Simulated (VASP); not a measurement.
Write the native input for VASP 6.6.1 that does the following.

- Task: relaxation of cell and atoms
- Functional: PBE
- Potentials or basis: VASP PAW PBE potentials, release 64 (Al, H)
- Cutoff: 600 eV
- k mesh: 12 × 12 × 8
- Occupations: gaussian, width 0.1 eV
- Spin: no spin polarisation
- Dipole correction: no
- Further INCAR settings: ALGO = Normal; EDIFF = 1e-07; IBRION = 2; EDIFFG = -0.01; NSW = 100; ISIF = 3

The structure of Al5H lies in POSCAR:

```
Al5H
1.0
    5.2566569980      0.0000000000      0.0000000000
   -2.6283284990      4.5523984993      0.0000000000
    0.0000000000      0.0000000000      4.6238681524
Al H
5 1
Direct
    0.0000000000      0.5000000000      0.5000000000
    0.3333333333      0.6666666667      0.0000000000
    0.6666666667      0.3333333333      0.0000000000
    0.5000000000      0.0000000000      0.5000000000
    0.5000000000      0.5000000000      0.5000000000
    0.0000000000      0.0000000000      0.0000000000
```

These files were run (other wordings do the same):

INCAR

```
PREC = Accurate
ENCUT = 600
EDIFF = 1E-7
ISMEAR = 0
SIGMA = 0.1
LREAL = F
LASPH = T
NELM = 80
ALGO = Normal
ISIF = 3
LWAVE = F
LCHARG = F
GGA = PE
IBRION = 2
NSW = 100
EDIFFG = -0.01
```

KPOINTS

```
regular mesh
0
Gamma
  12 12 8
```

Potentials or basis: VASP PAW PBE potentials, release 64 (Al, H).

Run with:

```sh
$ cat potpaw_PBE.64/Al/POTCAR potpaw_PBE.64/H/POTCAR > POTCAR
$ mpirun -np 1 vasp_std > vasp.out
```

Results of the run:

```json
{"Relaxed volume": "18.41 Å³/atom", "Relaxed cell": "a = 5.216 Å, b = 5.216 Å, c = 4.689 Å, α = 90.00°, β = 90.00°, γ = 120.00°", "Space group after relaxing (to 0.05 Å)": "P6/mmm (No. 191)", "Energy gained by relaxing": "1.5 meV/atom", "Ionic steps": "5", "Pressure after relaxing": "0.0 GPa", "Band gap on the k mesh": "zero (band 8 reaches 5.39 eV, above the bottom of band 9 at 4.18 eV)"}
```

It took 3.2 min on 1 thread of Intel(R) Xeon(R) 6975P-C (Granite Rapids), with other jobs on the host, peak memory 0.34 GiB.
